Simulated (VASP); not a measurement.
# CoCl (Pm-3m) in VASP: a series of runs, part 2 of 2

VASP 6.6.1.

**4. Relaxation of cell and atoms, PBE, collinear spin, ferromagnetic start**

This run uses another cell than the first one, of 18.45 Å³/atom, 1.268 times its volume.

File INCAR:

```
SYSTEM = CoCl
ALGO = Normal
EDIFF = 1E-7
EDIFFG = -0.04
ENCUT = 600
GGA = PE
IBRION = 2
ISIF = 3
ISMEAR = 0
ISPIN = 2
LASPH = .True.
LCHARG = .False.
LMAXMIX = 4
LORBIT = 11
LREAL = .False.
LWAVE = .False.
MAGMOM = 2.21 0
NELM = 150
NSW = 90
PREC = Accurate
SIGMA = 0.1
```

File KPOINTS:

```
k-points
0
Gamma
  6 6 6
  0 0 0
```

File POSCAR:

```
CoCl
1.0
    3.3289871784      0.0000000000      0.0000000000
    0.0000000000      3.3289871784      0.0000000000
    0.0000000000      0.0000000000      3.3289871784
Co Cl
1 1
Direct
    0.0000000000      0.0000000000      0.0000000000
    0.5000000000      0.5000000000      0.5000000000
```

Command:

```bash
cat potpaw_PBE.64/Co/POTCAR potpaw_PBE.64/Cl/POTCAR > POTCAR
mpirun -np 1 vasp_std > vasp.out
```

Run time: 1.9 min. Hardware: 1 thread of Intel Xeon Platinum 8259CL at 2.50GHz (Skylake/Cascade Lake), shared host; peak memory 0.18 GiB.

The run converged. Its results:

| Quantity | Value |
| --- | --- |
| Free energy | -7.8672 eV |
| Relaxed volume | 14.59 Å³/atom |
| Relaxed cell | a = 3.079 Å, b = 3.079 Å, c = 3.079 Å, α = 90.00°, β = 90.00°, γ = 90.00° |
| Space group after relaxing (to 0.05 Å) | Pm-3m (No. 221) |
| Energy gained by relaxing | 129.2 meV/atom |
| Ionic steps | 4 |
| Pressure after relaxing | -0.4 GPa |
| Band gap on the k mesh | zero (filled and empty bands overlap) |
| Net moment | 2.01 μB per cell |
| Site moments | Co +1.92; Cl +0.15 μB |
| Valence electrons inside the program's atomic spheres | Co 7.80; Cl 5.06 |

The path:
```tsv
step	energy change (eV)	largest force (eV/Å)	pressure (GPa)	volume (Å³)
1	0.0000	0.0000	-7.98	36.89
2	-0.1965	0.0000	-5.16	32.20
3	-0.2569	0.0000	1.20	28.59
4	-0.2584	0.0000	-0.38	29.19
```

Final structure:
```
Co Cl
1.0
     3.07888    0.00000    0.00000
     0.00000    3.07888    0.00000
     0.00000    0.00000    3.07888
Co Cl
1 1
Direct
  0.00000 0.00000 0.00000
  0.50000 0.50000 0.50000
```

Levels at points of the mesh, in eV from the Fermi level:
Spin up:
| k point | band 7 | band 8 | band 9 | band 10 | band 11 | band 12 |
| --- | --- | --- | --- | --- | --- | --- |
| (0.00, 0.00, 0.00) | -2.04 | -2.04 | -2.04 | -0.40 | 6.87 | 6.87 |
| (0.50, 0.00, 0.00) | -1.58 | -0.93 | -0.93 | 3.54 | 5.44 | 7.06 |
| (0.50, 0.50, 0.00) | -2.43 | -2.30 | -1.50 | 0.92 | 8.56 | 8.56 |
| (0.50, 0.50, 0.50) | -0.88 | -0.88 | -0.88 | 1.93 | 1.93 | 1.93 |
Spin down:
| k point | band 5 | band 6 | band 7 | band 8 | band 9 | band 10 |
| --- | --- | --- | --- | --- | --- | --- |
| (0.00, 0.00, 0.00) | -1.84 | -1.84 | -0.16 | -0.02 | -0.02 | -0.02 |
| (0.50, 0.00, 0.00) | -1.35 | 0.09 | 0.10 | 0.76 | 0.76 | 3.60 |
| (0.50, 0.50, 0.00) | -2.20 | -0.55 | -0.55 | -0.45 | 0.27 | 1.86 |
| (0.50, 0.50, 0.50) | 0.29 | 0.29 | 0.97 | 0.97 | 0.97 | 1.96 |

Caveat: the volume moved by over 15 % at a fixed basis, so the end points are rough; a cell with one magnetic atom can't hold antiferromagnetic order, which such compounds often take; semilocal functionals often make such compounds metallic where correlation or magnetic order opens a gap, which also shifts bond lengths. With open d or f shells a metallic result of PBE can be an artefact of self-interaction; +U or a hybrid may open a gap.

**5. Single point, PBE, collinear spin, ferromagnetic start**

This run uses another cell than the first one, of 14.46 Å³/atom, 0.994 times its volume.

File INCAR:

```
ALGO = Normal
EDIFF = 1E-6
ENCUT = 520
GGA = PE
ISIF = 2
ISMEAR = 0
ISPIN = 2
LASPH = True
LCHARG = True
LELF = True
LMAXMIX = 4
LORBIT = 11
LREAL = False
LVHAR = True
LWAVE = False
MAGMOM = 2.12 0.15
NBANDS = 19
NELM = 150
PREC = Accurate
SIGMA = 0.1
```

File KPOINTS:

```
k-points
0
Gamma
  18 18 18
```

File POSCAR:

```
CoCl
1.0
    3.0694912616      0.0000000000      0.0000000000
    0.0000000000      3.0694912616      0.0000000000
    0.0000000000      0.0000000000      3.0694912616
Co Cl
1 1
Direct
    0.0000000000      0.0000000000      0.0000000000
    0.5000000000      0.5000000000      0.5000000000
```

Command:

```bash
cat potpaw_PBE.64/Co/POTCAR potpaw_PBE.64/Cl/POTCAR > POTCAR
mpirun -np 1 vasp_std > vasp.out
```

It took 2.4 min on 1 thread of Intel Xeon Platinum 8259CL at 2.50GHz (Skylake/Cascade Lake), shared host; peak memory 0.29 GiB.

The run converged. Its results:

```
Free energy                                           : -7.8614 eV
Pressure                                              : 0.0 GPa
Band gap on the k mesh                                : zero (filled and empty bands overlap)
Net moment                                            : 2.00 μB per cell
Site moments                                          : Co +1.91; Cl +0.15 μB
Valence electrons inside the program's atomic spheres : Co 7.81; Cl 5.06
```

Levels at points of the mesh, in eV from the Fermi level:
Spin up:
| k point | band 6 | band 7 | band 8 | band 9 | band 10 | band 11 | band 12 | band 13 |
| --- | --- | --- | --- | --- | --- | --- | --- | --- |
| (0.00, 0.00, 0.00) | -3.16 | -2.01 | -2.01 | -2.01 | -0.34 | 6.88 | 6.88 | 14.09 |
| (0.50, 0.00, 0.00) | -1.93 | -1.58 | -0.88 | -0.88 | 3.59 | 5.53 | 7.05 | 8.22 |
| (0.50, 0.50, 0.00) | -2.41 | -2.41 | -2.27 | -1.50 | 0.94 | 8.64 | 8.64 | 8.96 |
| (0.50, 0.50, 0.50) | -1.48 | -0.84 | -0.84 | -0.84 | 1.93 | 1.93 | 1.93 | 6.41 |
Spin down:
| k point | band 3 | band 4 | band 5 | band 6 | band 7 | band 8 | band 9 | band 10 | band 11 | band 12 |
| --- | --- | --- | --- | --- | --- | --- | --- | --- | --- | --- |
| (0.00, 0.00, 0.00) | -4.06 | -4.06 | -1.84 | -1.84 | -0.10 | -0.02 | -0.02 | -0.02 | 7.26 | 7.26 |
| (0.50, 0.00, 0.00) | -4.08 | -4.08 | -1.34 | 0.09 | 0.14 | 0.78 | 0.78 | 3.65 | 5.94 | 7.05 |
| (0.50, 0.50, 0.00) | -7.41 | -2.95 | -2.21 | -0.56 | -0.56 | -0.45 | 0.31 | 1.90 | 8.77 | 8.77 |
| (0.50, 0.50, 0.50) | -7.00 | -7.00 | 0.34 | 0.34 | 0.99 | 0.99 | 0.99 | 1.96 | 1.96 | 1.96 |

Caveat: a cell with one magnetic atom can't hold antiferromagnetic order, which such compounds often take; semilocal functionals often make such compounds metallic where correlation or magnetic order opens a gap, which also shifts bond lengths.

**6. The runs side by side**

```tsv
task	cell	k mesh	cutoff (eV)	gap on the mesh (eV)	pressure (GPa)	moment (μB)
single point	a = 3.076 Å, 2 atoms	6 × 6 × 6	520	none	-0.2	2.01
single point	a = 3.329 Å, 2 atoms	6 × 6 × 6	520	none	-8.0	2.06
relaxation of cell and atoms	relaxed from a = 3.329 Å, 2 atoms	6 × 6 × 6	600	none	-0.4	2.01
single point	a = 3.069 Å, 2 atoms	18 × 18 × 18	520	none	0.0	2.00
```

Alike in all rows: level PBE; potentials or basis VASP PAW PBE potentials, release 64 (Co, Cl); spin collinear, ferromagnetic start; smearing gaussian 0.1 eV.

Caveats: a cell with one magnetic atom can't hold antiferromagnetic order, which such compounds often take; semilocal functionals often make such compounds metallic where correlation or magnetic order opens a gap, which also shifts bond lengths; the volume moved by over 15 % at a fixed basis, so the end points are rough (some runs).

Absolute energies hang on the potentials; compare differences alone.
